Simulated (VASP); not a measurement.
Wanted: the native input for a VASP 6.6.1 run.

```yaml
Task: single point
Functional: PBE
Potentials_or_basis: VASP PAW PBE potentials, release 64 (Al, N)
Cutoff: 520 eV
k_mesh: 6 × 6 × 6
Occupations: gaussian, width 0.05 eV
Spin: no spin polarisation
Dipole_correction: no
Further_INCAR_settings: ALGO = Normal; EDIFF = 1e-07; NBANDS = 26
```

The structure of AlN lies in POSCAR:

```
AlN
1.0
    4.3679871192      0.0000000000      0.0000000000
    0.0000000000     -4.3679871192      0.0000000000
    0.0000000000      0.0000000000     -4.3679871192
Al N
4 4
Direct
    0.0242825847      0.4757174153      0.5000000000
    0.5000000000      0.0000000000      0.5000000000
    0.5000000000      0.5000000000      0.0000000000
    0.0000000000      0.0000000000      0.0000000000
    0.7500000000      0.7500000000      0.7500000000
    0.2500000000      0.2500000000      0.7500000000
    0.2500000000      0.7500000000      0.2500000000
    0.7500000000      0.2500000000      0.2500000000
```

This cell differs from its parent crystal: atom 1 (Al) moved +0.150 Å along Cartesian [1 1 0].

One way to write it, as run:

INCAR

```
PREC = Accurate
ENCUT = 520
EDIFF = 1E-7
ISMEAR = 0
SIGMA = 0.05
LREAL = F
LASPH = T
NELM = 80
ALGO = Normal
ISIF = 2
LWAVE = F
LCHARG = F
GGA = PE
NBANDS = 26
```

KPOINTS

```
regular mesh
0
Gamma
  6 6 6
```

Potentials or basis: VASP PAW PBE potentials, release 64 (Al, N).

Command:

```sh
$ cat potpaw_PBE.64/Al/POTCAR potpaw_PBE.64/N/POTCAR > POTCAR
$ mpirun -np 1 vasp_std > vasp.out
```

Results of the run:

The pressure is 5.4 GPa. The largest force is 3.309 eV/Å and the band gap on the k mesh is 2.74 eV.

Caveat: the cell differs from its parent crystal (atom 1 (Al) moved +0.150 Å along Cartesian [1 1 0]); the cell stands under pressure; forces of over 1 eV/Å act on the atoms, so gaps and moduli don't describe the material at rest.

It took 54 s on 1 thread of Intel(R) Xeon(R) 6975P-C (Granite Rapids), on a shared host, peak memory 0.24 GiB.
